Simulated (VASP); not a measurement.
A run of VASP 6.6.1 is set up as follows.

Contents of INCAR:

```
PREC = Accurate
ENCUT = 520
EDIFF = 1E-6
ISMEAR = 0
SIGMA = 0.1
LREAL = Auto
LASPH = True
NELM = 80
ALGO = Normal
ISIF = 2
LWAVE = False
LCHARG = False
LDIPOL = True
IDIPOL = 3
DIPOL = 0.5 0.5 0.301
GGA = PE
NBANDS = 44
```

The input KPOINTS:

```
Automatic mesh
0
Gamma
  5 3 1
```

POSCAR

```
Al9H
1.0
    5.7086446660      0.0000000000      0.0000000000
   -1.4271611665      9.7033329366      0.0000000000
    0.0000000000      0.0000000000     22.7902708839
Al H
18 2
Direct
    0.2662242802      0.0648971207      0.1755134908
    0.7662242802      0.0648971207      0.1755134908
    0.3354843969      0.3419375876      0.2192156219
    0.8354843969      0.3419375876      0.2192156219
    0.1493364202      0.5973456810      0.2279560482
    0.6493364202      0.5973456810      0.2279560482
    0.4631884436      0.8527537744      0.2366964744
    0.9631884436      0.8527537744      0.2366964744
    0.0319869115      0.1277383811      0.2808269846
    0.5319869115      0.1277383811      0.2808269846
    0.0997952748      0.4042696946      0.3301089530
    0.5997952748      0.4042696946      0.3301089530
    0.4144272444      0.6597110304      0.3369829646
    0.9144272444      0.6597110304      0.3369829646
    0.2263180843      0.9111292163      0.3449343063
    0.7263180843      0.9111292163      0.3449343063
    0.2962616061      0.1814597108      0.3857027821
    0.7962616061      0.1814597108      0.3857027821
    0.6062804321      0.3778320525      0.4756534461
    0.6062804321      0.4715337061      0.4756534461
```

Potentials or basis: VASP PAW PBE potentials, release 64 (Al, H).

Command:

```bash
$ cat potpaw_PBE.64/Al/POTCAR potpaw_PBE.64/H/POTCAR > POTCAR
$ mpirun -np 1 vasp_std > vasp.out
```

Q: What does it give for the band gap on the k mesh?

A: Zero (bands 28 and 29 overlap by 0.73 eV).

Q: What does it give for the largest force?

A: 3.379 eV/Å.

Forces on the atoms (eV/Å):
```
Al  -0.010  0.144  0.028
Al  -0.003  0.148  0.028
Al   0.018  0.038  0.067
Al  -0.007  0.037  0.060
Al   0.001 -0.083  0.036
Al  -0.005 -0.088  0.028
Al   0.000 -0.094 -0.124
Al   0.004 -0.091 -0.120
Al   0.000  0.009 -0.002
Al  -0.001  0.011 -0.012
Al   0.008 -0.014  0.005
Al   0.000 -0.017 -0.037
Al  -0.002 -0.023 -0.001
Al  -0.007 -0.021 -0.004
Al   0.000  0.005 -0.003
Al  -0.004  0.011 -0.001
Al   0.007 -0.014 -0.013
Al  -0.001 -0.018 -0.009
H   -0.493  3.343  0.009
H    0.494 -3.282  0.065
```
